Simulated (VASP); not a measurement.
# AlP in VASP: single point with PBEsol

Aim: the single point of AlP with PBEsol.

Program: VASP 6.6.1. These are calculated values, not measurements. Logs are shortened: lines on timing, memory, paths and dates and some standing lists are left out, and cuts for length are marked.

## 1. The cell of the first run

The cell holds a slab with vacuum, 10 atoms: a = 3.868 Å, b = 3.868 Å, c = 27.308 Å, α = 90.00°, β = 90.00°, γ = 90.00°.

## 2. Single point, PBEsol

Contents of INCAR:

```
PREC = Accurate
ENCUT = 520
EDIFF = 1E-6
ISMEAR = 0
SIGMA = 0.05
LREAL = False
LASPH = True
NELM = 80
ALGO = Normal
ISIF = 2
LWAVE = False
LCHARG = True
LDIPOL = True
IDIPOL = 3
DIPOL = 0.5 0.5 0.500
GGA = PS
LELF = True
LVHAR = True
LVACPOTAV = True
NBANDS = 31
```

Contents of KPOINTS:

```
regular mesh
0
Gamma
  7 7 1
```

Contents of POSCAR:

```
AlP
1.0
    3.8681183919      0.0000000000      0.0000000000
    0.0000000000      3.8681183919      0.0000000000
    0.0000000000      0.0000000000     27.3082773539
P Al
5 5
Direct
    0.0000000000      0.5000000000      0.2759195925
    0.5000000000      0.0000000000      0.3752174810
    0.0000000000      0.5000000000      0.4750415443
    0.5000000000      0.0000000000      0.5752315902
    0.0000000000      0.5000000000      0.6754424895
    0.5000000000      0.5000000000      0.3239876004
    0.0000000000      0.0000000000      0.4240345905
    0.5000000000      0.5000000000      0.5243654501
    0.0000000000      0.0000000000      0.6245081617
    0.5000000000      0.5000000000      0.7262514997
```

Potentials or basis: VASP PAW PBE potentials, release 64 (P, Al).

Command:

```
$ cat potpaw_PBE.64/P/POTCAR potpaw_PBE.64/Al/POTCAR > POTCAR
$ mpirun -np 1 vasp_std > vasp.out
```

OUTCAR:

```text
PREC = Accurate
   ENCUT = 520
   EDIFF = 1E-6
   ISMEAR = 0
   LREAL = False
   LASPH = True
   NELM = 80
   ISIF = 2
   GGA = PS

 ion  position               nearest neighbor table
   1  0.000  0.500  0.276-   6 2.34   6 2.34
   2  0.500  0.000  0.375-   7 2.35   7 2.35   6 2.39   6 2.39
   3  0.000  0.500  0.475-   8 2.36   8 2.36   7 2.38   7 2.38
   4  0.500  0.000  0.575-   9 2.36   9 2.36   8 2.38   8 2.38
   5  0.000  0.500  0.675-  10 2.38  10 2.38   9 2.38   9 2.38
   6  0.500  0.500  0.324-   1 2.34   1 2.34   2 2.39   2 2.39
   7  0.000  0.000  0.424-   2 2.35   2 2.35   3 2.38   3 2.38
   8  0.500  0.500  0.524-   3 2.36   3 2.36   4 2.38   4 2.38
   9  0.000  0.000  0.625-   4 2.36   4 2.36   5 2.38   5 2.38
  10  0.500  0.500  0.726-   5 2.38   5 2.38

  LATTYP: Found a simple tetragonal cell.
 ALAT       =     3.8681183919
 C/A-ratio  =     7.0598349345

  Lattice vectors:

 A1 = (   3.8681183919,   0.0000000000,   0.0000000000)
 A2 = (   0.0000000000,   3.8681183919,   0.0000000000)
 A3 = (   0.0000000000,   0.0000000000,  27.3082773539)

Analysis of symmetry for initial positions (statically):
=====================================================================
 Subroutine PRICEL returns:
 Original cell was already a primitive cell.

 Routine SETGRP: Setting up the symmetry group for a
 simple tetragonal supercell.

 Subroutine GETGRP returns: Found  4 space group operations
 (whereof  4 operations were pure point group operations)
 out of a pool of 16 trial point group operations.

The static configuration has the point symmetry C_2v.

Analysis of symmetry for dynamics (positions and initial velocities):
=====================================================================
 Subroutine PRICEL returns:
 Original cell was already a primitive cell.

 Routine SETGRP: Setting up the symmetry group for a
 simple tetragonal supercell.

 Subroutine GETGRP returns: Found  4 space group operations
 (whereof  4 operations were pure point group operations)
 out of a pool of 16 trial point group operations.

The dynamic configuration has the point symmetry C_2v.

 Subroutine INISYM returns: Found  4 space group operations
 (whereof  4 operations are pure point group operations),
 and found     1 'primitive' translations

----------------------------------------------------------------------------------------

                                     Primitive cell

  volume of cell :     408.5957

  direct lattice vectors                    reciprocal lattice vectors
     3.868118392  0.000000000  0.000000000     0.258523628  0.000000000  0.000000000
     0.000000000  3.868118392  0.000000000     0.000000000  0.258523628  0.000000000
     0.000000000  0.000000000 27.308277354     0.000000000  0.000000000  0.036618934

  length of vectors
     3.868118392  3.868118392 27.308277354     0.258523628  0.258523628  0.036618934

  position of ions in fractional coordinates (direct lattice)
     0.000000000  0.500000000  0.275919593
     0.500000000  0.000000000  0.375217481
     0.000000000  0.500000000  0.475041544
     0.500000000  0.000000000  0.575231590
     0.000000000  0.500000000  0.675442489
     0.500000000  0.500000000  0.323987600
     0.000000000  0.000000000  0.424034590
     0.500000000  0.500000000  0.524365450
     0.000000000  0.000000000  0.624508162
     0.500000000  0.500000000  0.726251500

  ion indices of the primitive-cell ions
   primitive index   ion index
                 1           1
                 2           2
                 3           3
                 4           4
                 5           5
                 6           6
                 7           7
                 8           8
                 9           9
                10          10

----------------------------------------------------------------------------------------

 KPOINTS: regular mesh

Automatic generation of k-mesh.
 Grid dimensions read from file:
 generate k-points for:    7    7    1

 Generating k-lattice:

  Cartesian coordinates                     Fractional coordinates (reciprocal lattice)
     0.036931947  0.000000000  0.000000000     0.142857143  0.000000000  0.000000000
     0.000000000  0.036931947  0.000000000     0.000000000  0.142857143  0.000000000
     0.000000000  0.000000000  0.036618934     0.000000000  0.000000000  1.000000000

  Length of vectors
     0.036931947  0.036931947  0.036618934

  Shift w.r.t. Gamma in fractional coordinates (k-lattice)
     0.000000000  0.000000000  0.000000000

 Subroutine IBZKPT returns following result:
 ===========================================

 Found     16 irreducible k-points:

 Following reciprocal coordinates:
            Coordinates               Weight
  0.000000  0.000000  0.000000      1.000000
  0.142857  0.000000  0.000000      2.000000
  0.000000  0.142857  0.000000      2.000000
  0.285714  0.000000  0.000000      2.000000
  0.000000  0.285714  0.000000      2.000000
  0.428571  0.000000  0.000000      2.000000
[... 8 lines left out ...]
 -0.285714  0.428571  0.000000      4.000000
  0.428571  0.428571  0.000000      4.000000
   k-points           NKPTS =     16   k-points in BZ     NKDIM =     16   number of bands    NBANDS=     31
   number of dos      NEDOS =    301   number of ions     NIONS =     10
   total plane-waves  NPLWV = 189000
   dimension x,y,z NGX =    30 NGY =   30 NGZ =  210
   dimension x,y,z NGXF=    60 NGYF=   60 NGZF=  420
   ions per type =               5   5
   NGX,Y,Z   is equivalent  to a cutoff of  12.89, 12.89, 12.78 a.u.
   NGXF,Y,Z  is equivalent  to a cutoff of  25.79, 25.79, 25.57 a.u.
 SYSTEM =  unknown system
   PREC   = accura    normal or accurate (medium, high low for compatibility)
   ISTART =      0    job   : 0-new  1-cont  2-samecut
   ICHARG =      2    charge: 1-file 2-atom 10-const
   ISPIN  =      1    spin polarized calculation?
   LNONCOLLINEAR =      F non collinear calculations
   LSORBIT =      F    spin-orbit coupling
   LASPH  =      T    aspherical Exc in radial PAW
   ENCUT  =  520.0 eV  38.22 Ry    6.18 a.u.   7.19  7.19 50.78*2*pi/ulx,y,z
   NELM   =     80;   NELMIN=  2; NELMDL= -5     # of ELM steps
   EDIFF  = 0.1E-05   stopping-criterion for ELM
   LREAL  =      F    real-space projection
   EDIFFG = 0.1E-04   stopping-criterion for IOM
   NSW    =      0    number of steps for IOM
   IBRION =     -1    ionic relax: 0-MD 1-quasi-New 2-CG
   NFREE  =      0    steps in history (QN), initial steepest desc. (CG)
   ISIF   =      2    stress and relaxation
   ISYM   =      2    0-nonsym 1-usesym 2-fastsym
   POTIM  = 0.5000    time-step for ionic-motion
   TEBEG  =    0.0;   TEEND  =   0.0 temperature during run
   PSTRESS=    0.0 pullay stress
   NELECT =      40.0000    total number of electrons
   NUPDOWN=      -1.0000    fix difference up-down
   EMIN   =  10.00;   EMAX   =-10.00  energy-range for DOS
   EFERMI =   0.00;   METHOD = LEGACY
   ISMEAR =     0;   SIGMA  =   0.05  broadening in eV -4-tet -1-fermi 0-gaus
   EFERMI_NEDOS =   21; number of points for ismear=-14 and -15
   IALGO  =     38    algorithm
   IMIX   =      4    mixing-type and parameters
     AMIX     =   0.40;   BMIX     =  1.00
     AMIX_MAG =   1.60;   BMIX_MAG =  1.00
  volume/ion in A,a.u.               =      40.86       275.73
  Fermi-wavevector in a.u.,A,eV,Ry     =   0.754507  1.425812  7.745546  0.569282
  Thomas-Fermi vector in A             =   1.852191
   LORBIT       =      0    0 simple, 1 ext, 2 COOP (PROOUT), +10 PAW based schemes
   GGA     = PS    functional components
   LHFCALC =     F    Hartree Fock is set to
   AEXX    =    0.0000 exact exchange contribution
   IVDW    =     0    specifies the selected vdW correction
   LEPSILON=     F    determine dielectric tensor
   LRPA    =     F    only Hartree local field effects (RPA)
 non-spin polarized calculation
 Gauss-broadening in eV      SIGMA  =   0.05
  energy-cutoff  :      520.00
  volume of cell :      408.60
 maximum number of plane-waves:     11040
 NGX is ok and might be reduce to    30
   NGX = 15   NGY = 15   NGZ =101

 number of electron      40.0000002 magnetization

 dipolmoment           0.000000      0.000000     -0.132664 electrons x Angstroem

 Free energy of the ion-electron system (eV)
  ---------------------------------------------------
  ext. energy  EPLUGINS =         0.00000000
  ---------------------------------------------------
  free energy    TOTEN  =       -50.26679163 eV

  energy without entropy =      -50.25654107  energy(sigma->0) =      -50.26166635

 E-fermi :  -0.3450     XC(G=0):  -5.3753

 val. band max:       -0.3585287248   @ k =   0.4286   0.2857   0.0000
 cond. band min:      -0.3360694693   @ k =   0.0000   0.0000   0.0000
 fundamental gap:      0.0224592555
 Fermi energy:        -0.3450455938

 k-point     1 :       0.0000    0.0000    0.0000
  band No.  band energies     occupation
      1     -12.2680      2.00000
      2     -11.7369      2.00000
      3     -11.1337      2.00000
      4     -10.4455      2.00000
      5      -9.3625      2.00000
      6      -5.9859      2.00000
[... 23 lines left out ...]
     30       3.5008      0.00000
     31       3.8118      0.00000

 k-point     2 :       0.1429    0.0000    0.0000
  band No.  band energies     occupation
      1     -12.1238      2.00000
      2     -11.6037      2.00000
      3     -11.0239      2.00000
      4     -10.3717      2.00000
      5      -9.2819      2.00000
      6      -5.9473      2.00000
[... 23 lines left out ...]
     30       3.9197      0.00000
     31       4.0204      0.00000

 k-point     3 :       0.0000    0.1429    0.0000
  band No.  band energies     occupation
      1     -12.1248      2.00000
      2     -11.6057      2.00000
      3     -11.0287      2.00000
      4     -10.3825      2.00000
      5      -9.3433      2.00000
      6      -5.8794      2.00000
[... 23 lines left out ...]
     30       3.8878      0.00000
     31       4.0271      0.00000

 k-point     4 :       0.2857    0.0000    0.0000
  band No.  band energies     occupation
      1     -11.7187      2.00000
      2     -11.2439      2.00000
      3     -10.7608      2.00000
      4     -10.2438      2.00000
      5      -9.1084      2.00000
      6      -6.0447      2.00000
[... 23 lines left out ...]
     30       4.3495      0.00000
     31       4.6784      0.00000

 k-point     5 :       0.0000    0.2857    0.0000
  band No.  band energies     occupation
      1     -11.7219      2.00000
      2     -11.2508      2.00000
      3     -10.7779      2.00000
      4     -10.2800      2.00000
      5      -9.3432      2.00000
      6      -5.8306      2.00000
[... 23 lines left out ...]
     30       4.4462      0.00000
     31       4.5899      0.00000
[... 270 lines left out ...]
     30       4.5495      0.00000
     31       5.2667      0.00000

 k-point    14 :       0.4286    0.2857    0.0000
  band No.  band energies     occupation
      1     -10.7309      2.00000
      2     -10.4603      2.00000
      3     -10.2197      2.00000
      4      -9.9097      2.00000
      5      -8.7804      2.00000
      6      -5.9942      2.00000
[... 23 lines left out ...]
     30       4.3656      0.00000
     31       4.4668      0.00000

 k-point    15 :      -0.2857    0.4286    0.0000
  band No.  band energies     occupation
      1     -10.7279      2.00000
      2     -10.4663      2.00000
      3     -10.2362      2.00000
      4      -9.9349      2.00000
      5      -8.9765      2.00000
      6      -5.9726      2.00000
[... 23 lines left out ...]
     30       4.1488      0.00000
     31       5.0655      0.00000

 k-point    16 :       0.4286    0.4286    0.0000
  band No.  band energies     occupation
      1     -10.3850      2.00000
      2     -10.1937      2.00000
      3      -9.9569      2.00000
      4      -9.6765      2.00000
      5      -8.6594      2.00000
      6      -6.1367      2.00000
[... 23 lines left out ...]
     30       4.0361      0.00000
     31       4.3840      0.00000

------------------------ aborting loop because EDIFF is reached ----------------------------------------

  FORCE on cell =-STRESS in cart. coord.  units (eV):
  Direction    XX          YY          ZZ          XY          YZ          ZX
  --------------------------------------------------------------------------------------
  -------------------------------------------------------------------------------------
  Total        0.2454386     -3.9289596      0.0448272      0.0000000      0.0000000      0.0000000
  in kB        0.9624089    -15.4061571      0.1757756      0.0000000      0.0000000      0.0000000
  external PRESSURE =      -4.7559909 kB  Pullay stress =       0.0000000 kB

 VOLUME and BASIS-vectors are now :
 -----------------------------------------------------------------------------
  energy-cutoff  :      520.00
  volume of cell :      408.60
      direct lattice vectors                 reciprocal lattice vectors
     3.868118392  0.000000000  0.000000000     0.258523628  0.000000000  0.000000000
     0.000000000  3.868118392  0.000000000     0.000000000  0.258523628  0.000000000
     0.000000000  0.000000000 27.308277354     0.000000000  0.000000000  0.036618934

 POSITION                                       TOTAL-FORCE (eV/Angst)
 -----------------------------------------------------------------------------------
      0.00000      1.93406      7.53489         0.000000      0.000000     -0.011123
      1.93406      0.00000     10.24654         0.000000      0.000000      0.002435
      0.00000      1.93406     12.97257         0.000000      0.000000     -0.000914
      1.93406      0.00000     15.70858         0.000000      0.000000     -0.002915
      0.00000      1.93406     18.44517         0.000000      0.000000      0.011375
      1.93406      1.93406      8.84754         0.000000      0.000000      0.010510
      0.00000      0.00000     11.57965         0.000000      0.000000     -0.006421
      1.93406      1.93406     14.31952         0.000000      0.000000      0.001274
      0.00000      0.00000     17.05424         0.000000      0.000000     -0.006247
      1.93406      1.93406     19.83268         0.000000      0.000000      0.002026
 -----------------------------------------------------------------------------------
    total drift:                               -0.000000     -0.000000      0.000438

  FREE ENERGIE OF THE ION-ELECTRON SYSTEM (eV)
  ---------------------------------------------------
  free  energy   TOTEN  =       -50.2667916309 eV

  energy  without entropy=      -50.2565410745  energy(sigma->0) =      -50.26166635

 vacuum level on the upper side and lower side of the slab         4.521         6.125
```

Run time: 7.5 min. Hardware: 1 thread of Intel Xeon Platinum 8259CL at 2.50GHz (Skylake/Cascade Lake), shared host; peak memory 0.54 GiB.

What came out:

| Item | Value |
| --- | --- |
| Free energy | -50.2668 eV |
| Largest force | 0.011 eV/Å |
| Band gap on the k mesh | zero (bands 20 and 21 overlap by 0.08 eV) |

Forces on the atoms (eV/Å):
```
P    0.000  0.000 -0.011
P    0.000  0.000  0.002
P    0.000  0.000 -0.001
P    0.000  0.000 -0.003
P    0.000  0.000  0.011
Al   0.000  0.000  0.011
Al   0.000  0.000 -0.006
Al   0.000  0.000  0.001
Al   0.000  0.000 -0.006
Al   0.000  0.000  0.002
```

Caveat: the PAW data sets were made with another functional, which shifts forces and pressure a little.

The gap in the log of VASP goes by the Fermi energy; the results here count the filled bands.